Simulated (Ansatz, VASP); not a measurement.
# Ru: VASP beside Ansatz

File INCAR:

```
PREC     = Accurate       # precision mode
ENCUT    = 520            # plane-wave cutoff, eV
EDIFF    = 1E-6           # SCF threshold, eV
ISMEAR   = -1             # smearing method
SIGMA    = 0.1            # smearing width, eV
LREAL    = F              # projectors in reciprocal space
LASPH    = T              # aspherical terms in the spheres
NELM     = 80             # most SCF steps
ALGO     = Normal         # electronic algorithm
ISIF     = 2              # what is computed and relaxed
LWAVE    = F              # write WAVECAR
LCHARG   = F              # write CHGCAR
GGA      = RE             # functional
NBANDS   = 36             # bands
```

The input KPOINTS:

```
regular mesh
0
Gamma
  15 15 4
```

The input POSCAR:

```
Ru
1.0
    2.7902442405      0.0000000000      0.0000000000
   -1.3951221203      2.4164223950      0.0000000000
    0.0000000000      0.0000000000      8.9575916128
Ru
4
Direct
    0.0000000000      0.0000000000      0.0000000000
    0.0000000000      1.0000000000      0.5000000000
    0.3333333333      0.6666666667      0.2500000000
    0.6666666667      0.3333333333      0.7500000000
```

Input for Ansatz:

```yaml
crystal:
  lattice:
    - [2.7902442405, 0.0, 0.0]
    - [-1.3951221203, 2.416422395, 0.0]
    - [0.0, 0.0, 8.9575916128]
  atoms:
    - { symbol: Ru, position: [0.0, 0.0, 0.0] }
    - { symbol: Ru, position: [0.0, 1.0, 0.5] }
    - { symbol: Ru, position: [0.3333333333, 0.6666666667, 0.25] }
    - { symbol: Ru, position: [0.6666666667, 0.3333333333, 0.75] }
hamiltonian:
  xc: revpbe
  pseudopotentials:
    kind: paw
    azcp:
      Ru: "pseudopotentials/Ru.paw.azcp"
basis:
  ecutwfc: 420
  fft_grid_basis: typed
kpoints:
  mp_grid: { grid: [15, 15, 4], shift: [0, 0, 0] }
magnetization:
  spin_polarized: false
scf:
  occupations: { method: fermi_dirac, width: 0.1 }
  lower_state_search: "off"
output:
  stress: true
```

Alike in both runs: task single point; functional revPBE; k mesh 15 × 15 × 4; occupations fermi-dirac, width 0.1 eV; no spin polarisation.

|  | VASP | Ansatz |
| --- | --- | --- |
| version | VASP 6.6.1 | Ansatz 0.2.0 |
| potentials or method | VASP PAW PBE potentials, release 64 (Ru_pv), cutoff 520 eV | plane waves (420 eV) with PAW, scalar-relativistic |
| valence electrons in the cell | 56 | 64 |

Ansatz gave:

| Property | Result |
| --- | --- |
| pressure (GPa) | -18.9 |
| traceless stress, the component that is largest in VASP (GPa) | 0.14 |

Problem. Which values does VASP return?

Solution. Pressure (GPa): -19.0; traceless stress, the component that is largest in VASP (GPa): 0.13.

VASP's potentials were made for PBE, not for revPBE. VASP's potentials hold 56 valence electrons a cell and Ansatz's 64, so a difference there can come from the potentials and not from the codes.
